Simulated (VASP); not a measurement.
# CdTe (F-43m) in VASP: further runs

CdTe is run at these levels: LAK; tasks: relaxation of cell and atoms.

Program: VASP 6.6.1. These are calculated values, not measurements. Logs are shortened: lines on timing, memory, paths and dates and some standing lists are left out, and cuts for length are marked.

## Step 1: The cell of the first run

The structure is cubic, space group F-43m (No. 216). The conventional cell has a = 6.536 Å, b = 6.536 Å, c = 6.536 Å, α = 90.00°, β = 90.00°, γ = 90.00°. Within 3.7 Å of Te (site symmetry -43m) lie 4 Cd at 2.83 Å. Within 3.7 Å of Cd (site symmetry -43m) lie 4 Te at 2.83 Å.

## Step 2: Relaxation of cell and atoms, LAK (34.90 Å³/atom)

The input, POSCAR:

```
CdTe
1.0
    0.0000000000      3.2678590959      3.2678590959
    3.2678590959      0.0000000000      3.2678590959
    3.2678590959      3.2678590959      0.0000000000
Te Cd
1 1
Direct
    0.7500000000      0.7500000000      0.7500000000
    0.0000000000      0.0000000000      0.0000000000
```

The input, INCAR.step1:

```
SYSTEM = CdTe
ALGO = Normal
EDIFF = 1E-6
EDIFFG = -0.005
EFERMI = MIDGAP
ENCUT = 410
GGA_COMPAT = .FALSE.
IBRION = 2
ISIF = 3
ISMEAR = 0
KPAR = 2
LASPH = .TRUE.
LCHARG = .FALSE.
LMIXTAU = .TRUE.
LREAL = .FALSE.
LWAVE = .FALSE.
METAGGA = LAK
NELM = 120
NELMIN = 4
NSW = 80
POTIM = 0.5
PREC = Accurate
SIGMA = 0.03
```

The input, INCAR.step3:

```
SYSTEM = CdTe
ALGO = Normal
EDIFF = 1E-6
EFERMI = MIDGAP
ENCUT = 410
GGA_COMPAT = .FALSE.
ISIF = 2
ISMEAR = 0
KPAR = 2
LASPH = .TRUE.
LCHARG = .FALSE.
LMIXTAU = .TRUE.
LREAL = .FALSE.
LWAVE = .FALSE.
METAGGA = LAK
NELM = 120
PREC = Accurate
SIGMA = 0.03
```

The input, KPOINTS:

```
Automatic mesh
0
Gamma
  5 5 5
  0 0 0
```

Potentials or basis: VASP PAW PBE potentials, release 64 (Te, Cd).

Launch:

```sh
cat potpaw_PBE.64/Te/POTCAR potpaw_PBE.64/Cd/POTCAR > POTCAR
cp INCAR.step1 INCAR
cp POSCAR.step1 POSCAR
mpirun -np 2 vasp_std > vasp.out
cp CONTCAR POSCAR
mpirun -np 2 vasp_std > vasp.out
cp CONTCAR POSCAR
cp INCAR.step3 INCAR
mpirun -np 2 vasp_std > vasp.out
```

OUTCAR:

```text
SYSTEM = CdTe
   EDIFF = 1E-6
   EFERMI = MIDGAP
   ENCUT = 410
   ISIF = 2
   ISMEAR = 0
   LASPH = .TRUE.
   LREAL = .FALSE.
   METAGGA = LAK
   NELM = 120
   PREC = Accurate

 Found     10 irreducible k-points:

 Following reciprocal coordinates:
            Coordinates               Weight
  0.000000  0.000000  0.000000      1.000000
  0.200000  0.000000  0.000000      8.000000
  0.400000  0.000000  0.000000      8.000000
  0.200000  0.200000  0.000000      6.000000
  0.400000  0.200000  0.000000     24.000000
 -0.400000  0.200000  0.000000     24.000000
   k-points           NKPTS =     10   k-points in BZ     NKDIM =     10   number of bands    NBANDS=     13
   number of dos      NEDOS =    301   number of ions     NIONS =      2
   total plane-waves  NPLWV =  32768
   dimension x,y,z NGX =    32 NGY =   32 NGZ =   32
   dimension x,y,z NGXF=    64 NGYF=   64 NGZF=   64
   ions per type =               1   1
   NGX,Y,Z   is equivalent  to a cutoff of  11.25, 11.25, 11.25 a.u.
   NGXF,Y,Z  is equivalent  to a cutoff of  22.51, 22.51, 22.51 a.u.
 SYSTEM =  CdTe
   PREC   = accura    normal or accurate (medium, high low for compatibility)
   ISTART =      0    job   : 0-new  1-cont  2-samecut
   ICHARG =      2    charge: 1-file 2-atom 10-const
   ISPIN  =      1    spin polarized calculation?
   LNONCOLLINEAR =      F non collinear calculations
   LSORBIT =      F    spin-orbit coupling
   LASPH  =      T    aspherical Exc in radial PAW
   ENCUT  =  410.0 eV  30.13 Ry    5.49 a.u.   7.80  7.80  7.80*2*pi/ulx,y,z
   NELM   =    120;   NELMIN=  2; NELMDL=  0     # of ELM steps
   EDIFF  = 0.1E-05   stopping-criterion for ELM
   LREAL  =      F    real-space projection
   EDIFFG = 0.1E-04   stopping-criterion for IOM
   NSW    =      0    number of steps for IOM
   IBRION =     -1    ionic relax: 0-MD 1-quasi-New 2-CG
   NFREE  =      0    steps in history (QN), initial steepest desc. (CG)
   ISIF   =      2    stress and relaxation
   ISYM   =      2    0-nonsym 1-usesym 2-fastsym
   POTIM  = 0.5000    time-step for ionic-motion
   TEBEG  =    0.0;   TEEND  =   0.0 temperature during run

   SCALEE = 1.0000    scale energy and forces
   PSTRESS=    0.0 pullay stress
   NELECT =      18.0000    total number of electrons
   NUPDOWN=      -1.0000    fix difference up-down
   EMIN   =  10.00;   EMAX   =-10.00  energy-range for DOS
   EFERMI =   0.00;   METHOD = MIDGAP
   ISMEAR =     0;   SIGMA  =   0.03  broadening in eV -4-tet -1-fermi 0-gaus
   EFERMI_NEDOS =   21; number of points for ismear=-14 and -15
   IALGO  =     38    algorithm
   IMIX   =      4    mixing-type and parameters
     AMIX     =   0.40;   BMIX     =  1.00
     AMIX_MAG =   1.60;   BMIX_MAG =  1.00
  volume/ion in A,a.u.               =      37.35       252.06
  Fermi-wavevector in a.u.,A,eV,Ry     =   1.018721  1.925104 14.120034  1.037793
  Thomas-Fermi vector in A             =   2.152195
   LORBIT       =      0    0 simple, 1 ext, 2 COOP (PROOUT), +10 PAW based schemes
   METAGGA = LAK    functional components
   LHFCALC =     F    Hartree Fock is set to
   AEXX    =    0.0000 exact exchange contribution
   IVDW    =     0    specifies the selected vdW correction
   LEPSILON=     F    determine dielectric tensor
   LRPA    =     F    only Hartree local field effects (RPA)

   CSHIFT  =0.1000    complex shift for real part using Kramers Kronig

   OMEGAMAX=  -1.0    maximum frequency
 non-spin polarized calculation
 Gauss-broadening in eV      SIGMA  =   0.03
  energy-cutoff  :      410.00
  volume of cell :       74.70
 maximum number of plane-waves:      1422
   NGX = 15   NGY = 15   NGZ = 15

 number of electron      17.9999991 magnetization

 Free energy of the ion-electron system (eV)
  ---------------------------------------------------
  ext. energy  EPLUGINS =         0.00000000
  ---------------------------------------------------
  free energy    TOTEN  =        59.49949745 eV

  energy without entropy =       59.49949745  energy(sigma->0) =       59.49949745

 E-fermi :   2.1558     XC(G=0):  -8.5201

 val. band max:        1.5938418519   @ k =   0.0000   0.0000   0.0000
 cond. band min:       2.7177685465   @ k =   0.0000   0.0000   0.0000
 fundamental gap:      1.1239266946
 Fermi energy:         2.1558051992

 k-point     1 :       0.0000    0.0000    0.0000
  band No.  band energies     occupation
      1      -9.3757      2.00000
      2      -6.8126      2.00000
      3      -6.8126      2.00000
      4      -6.8126      2.00000
      5      -6.5993      2.00000
      6      -6.5993      2.00000
      7       1.5938      2.00000
      8       1.5938      2.00000
      9       1.5938      2.00000
     10       2.7178      0.00000
     11       6.6890      0.00000
     12       6.6890      0.00000
     13       6.6890      0.00000

 k-point     2 :       0.2000    0.0000    0.0000
  band No.  band energies     occupation
      1      -9.2675      2.00000
      2      -6.7927      2.00000
      3      -6.7927      2.00000
      4      -6.6886      2.00000
      5      -6.5997      2.00000
      6      -6.5997      2.00000
      7      -0.3099      2.00000
      8       1.3368      2.00000
      9       1.3368      2.00000
     10       3.8804      0.00000
     11       6.7913      0.00000
     12       7.0859      0.00000
     13       7.0859      0.00000

 k-point     3 :       0.4000    0.0000    0.0000
  band No.  band energies     occupation
      1      -9.0991      2.00000
      2      -6.7653      2.00000
      3      -6.7653      2.00000
      4      -6.5945      2.00000
      5      -6.5945      2.00000
      6      -6.3559      2.00000
      7      -2.0789      2.00000
      8       0.9871      2.00000
      9       0.9871      2.00000
     10       3.8693      0.00000
     11       7.2254      0.00000
     12       7.2254      0.00000
     13       8.5259      0.00000

 k-point     4 :       0.2000    0.2000    0.0000
  band No.  band energies     occupation
      1      -9.2324      2.00000
      2      -6.7713      2.00000
      3      -6.7713      2.00000
      4      -6.6874      2.00000
      5      -6.5972      2.00000
      6      -6.5909      2.00000
      7      -0.3098      2.00000
      8       0.9225      2.00000
      9       0.9225      2.00000
     10       4.6084      0.00000
     11       5.5409      0.00000
     12       7.8717      0.00000
     13       7.8717      0.00000

 k-point     5 :       0.4000    0.2000    0.0000
  band No.  band energies     occupation
      1      -9.0875      2.00000
      2      -6.7481      2.00000
      3      -6.7393      2.00000
      4      -6.6275      2.00000
      5      -6.5864      2.00000
      6      -6.3791      2.00000
      7      -1.6614      2.00000
      8       0.3037      2.00000
      9       0.5659      2.00000
     10       4.8772      0.00000
     11       6.1185      0.00000
     12       7.6765      0.00000
     13       8.3517      0.00000

 k-point     6 :      -0.4000    0.2000    0.0000
  band No.  band energies     occupation
      1      -9.0354      2.00000
      2      -6.7428      2.00000
      3      -6.7385      2.00000
      4      -6.6058      2.00000
      5      -6.5956      2.00000
      6      -6.2065      2.00000
      7      -2.1812      2.00000
      8      -0.1704      2.00000
      9       0.6891      2.00000
     10       4.9021      0.00000
     11       6.7412      0.00000
     12       7.9855      0.00000
     13       8.6054      0.00000

 [... further k-points ...]

------------------------ aborting loop because EDIFF is reached ----------------------------------------

  FORCE on cell =-STRESS in cart. coord.  units (eV):
  Direction    XX          YY          ZZ          XY          YZ          ZX
  --------------------------------------------------------------------------------------
  -------------------------------------------------------------------------------------
  Total        0.0086838      0.0086838      0.0086838      0.0000000     -0.0000000      0.0000000
  in kB        0.1862475      0.1862475      0.1862475      0.0000000     -0.0000000      0.0000000
  external PRESSURE =       0.1862475 kB  Pullay stress =       0.0000000 kB

 VOLUME and BASIS-vectors are now :
 -----------------------------------------------------------------------------
  energy-cutoff  :      410.00
  volume of cell :       74.70
      direct lattice vectors                 reciprocal lattice vectors
     0.000000000  3.342721925  3.342721925    -0.149578700  0.149578700  0.149578700
     3.342721925  0.000000000  3.342721925     0.149578700 -0.149578700  0.149578700
     3.342721925  3.342721925  0.000000000     0.149578700  0.149578700 -0.149578700

 POSITION                                       TOTAL-FORCE (eV/Angst)
 -----------------------------------------------------------------------------------
      5.01408      5.01408      5.01408         0.000000      0.000000      0.000000
      0.00000      0.00000      0.00000        -0.000000     -0.000000     -0.000000
 -----------------------------------------------------------------------------------
    total drift:                               -0.000004     -0.000004     -0.000004

  FREE ENERGIE OF THE ION-ELECTRON SYSTEM (eV)
  ---------------------------------------------------
  free  energy   TOTEN  =        59.4994974458 eV

  energy  without entropy=       59.4994974458  energy(sigma->0) =       59.49949745
```

Wall time 2.8 min (2 MPI ranks of AMD EPYC 7R13 (Zen 3), shared host); peak memory 0.17 GiB.

What came out:

```
Free energy                           : 59.4995 eV
Relaxed volume                        : 37.35 Å³/atom
Relaxed cell                          : a = 4.727 Å, b = 4.727 Å, c = 4.727 Å, α = 60.00°, β = 60.00°, γ = 60.00°
Space group after relaxing (to 0.1 Å) : F-43m (No. 216)
Energy gained by relaxing             : 25.0 meV/atom
Ionic steps                           : 6
Pressure after relaxing               : 0.0 GPa
Band gap on the k mesh                : 1.12 eV
```

The path:
| step | energy change (eV) | largest force (eV/Å) | pressure (GPa) | volume (Å³) |
| --- | --- | --- | --- | --- |
| 1 | 0.0000 | 0.0000 | 2.96 | 69.79 |
| 2 | -0.0359 | 0.0000 | -0.92 | 76.52 |
| 3 | -0.0415 | 0.0000 | 0.02 | 74.58 |
| 4 | -0.0499 | 0.0000 | 0.08 | 74.58 |
| 5 | -0.0500 | 0.0000 | -0.02 | 74.78 |
| 6 | -0.0500 | 0.0000 | 0.01 | 74.70 |

Final structure:
```yaml
crystal:
  lattice:
    - [0.00000, 3.34272, 3.34272]
    - [3.34272, 0.00000, 3.34272]
    - [3.34272, 3.34272, 0.00000]
  atoms:
    - { symbol: Te, position: [0.75000, 0.75000, 0.75000] }
    - { symbol: Cd, position: [0.00000, 0.00000, 0.00000] }
```

Caveat: the PAW data sets were made with another functional, which shifts forces and pressure a little; spin-orbit coupling is left out, which moves the levels of the heavy elements. Zero-point motion and thermal expansion aren't in these numbers.

## Step 3: Relaxation of cell and atoms, LAK (34.90 Å³/atom)

POSCAR is that of step 2.

Changes to INCAR.step1 since step 2:

```diff
@@ -2,6 +2,6 @@
 ALGO = Normal
-EDIFF = 1E-6
-EDIFFG = -0.005
+EDIFF = 1E-7
+EDIFFG = -0.002
 EFERMI = MIDGAP
-ENCUT = 410
+ENCUT = 720
 GGA_COMPAT = .FALSE.
```

The input, INCAR.step4:

```
SYSTEM = CdTe
ALGO = Normal
EDIFF = 1E-7
EFERMI = MIDGAP
ENCUT = 720
GGA_COMPAT = .FALSE.
ISIF = 2
ISMEAR = 0
KPAR = 2
LASPH = .TRUE.
LCHARG = .FALSE.
LMIXTAU = .TRUE.
LREAL = .FALSE.
LWAVE = .FALSE.
METAGGA = LAK
NELM = 120
PREC = Accurate
SIGMA = 0.03
```

The input, KPOINTS:

```
Automatic mesh
0
Gamma
  7 7 7
  0 0 0
```

Potentials or basis: VASP PAW PBE potentials, release 64 (Te, Cd).

Launch:

```sh
cat potpaw_PBE.64/Te/POTCAR potpaw_PBE.64/Cd/POTCAR > POTCAR
cp INCAR.step1 INCAR
cp POSCAR.step1 POSCAR
mpirun -np 2 vasp_std > vasp.out
cp CONTCAR POSCAR
mpirun -np 2 vasp_std > vasp.out
cp CONTCAR POSCAR
mpirun -np 2 vasp_std > vasp.out
cp CONTCAR POSCAR
cp INCAR.step4 INCAR
mpirun -np 2 vasp_std > vasp.out
```

Run time: 11 min. Hardware: 2 MPI ranks of AMD EPYC 7R13 (Zen 3), shared host; peak memory 0.28 GiB.

It converged, with:

| Property | Result |
| --- | --- |
| Free energy | 59.4865 eV |
| Relaxed volume | 37.58 Å³/atom |
| Relaxed cell | a = 4.737 Å, b = 4.737 Å, c = 4.737 Å, α = 60.00°, β = 60.00°, γ = 60.00° |
| Space group after relaxing (to 0.1 Å) | F-43m (No. 216) |
| Energy gained by relaxing | 24.9 meV/atom |
| Ionic steps | 8 |
| Pressure after relaxing | 0.0 GPa |
| Band gap on the k mesh | 1.11 eV |

Step by step:
| step | energy change (eV) | largest force (eV/Å) | pressure (GPa) | volume (Å³) |
| --- | --- | --- | --- | --- |
| 1 | 0.0000 | 0.0000 | 3.19 | 69.79 |
| 2 | -0.0439 | 0.0000 | -0.88 | 77.05 |
| 3 | -0.0493 | 0.0000 | 0.02 | 75.09 |
| 4 | -0.0493 | 0.0000 | -0.04 | 75.20 |
| 5 | -0.0493 | 0.0000 | 0.01 | 75.12 |
| 6 | -0.0498 | 0.0000 | 0.01 | 75.12 |
| 7 | -0.0498 | 0.0000 | 0.00 | 75.15 |
| 8 | -0.0498 | 0.0000 | 0.00 | 75.15 |

Final structure:
```cif
data_structure
_symmetry_space_group_name_H-M 'P 1'
_symmetry_Int_Tables_number 1
_cell_length_a 4.7368
_cell_length_b 4.7368
_cell_length_c 4.7368
_cell_angle_alpha 60.000
_cell_angle_beta 60.000
_cell_angle_gamma 60.000
_cell_volume 75.15
loop_
_atom_site_label
_atom_site_type_symbol
_atom_site_fract_x
_atom_site_fract_y
_atom_site_fract_z
_atom_site_occupancy
Te1 Te 0.75000 0.75000 0.75000 1
Cd1 Cd 0.00000 0.00000 0.00000 1
```

Levels at points of the mesh, in eV from the valence-band top:
```csv
k point,band 5,band 6,band 7,band 8,band 9,band 10,band 11,band 12,band 13
"(0.00, 0.00, 0.00)",-8.18,-8.18,0.00,0.00,0.00,1.11,5.10,5.10,5.10
```

Caveat: the PAW data sets were made with another functional, which shifts forces and pressure a little; spin-orbit coupling is left out, which moves the levels of the heavy elements. Zero-point motion and thermal expansion aren't in these numbers.
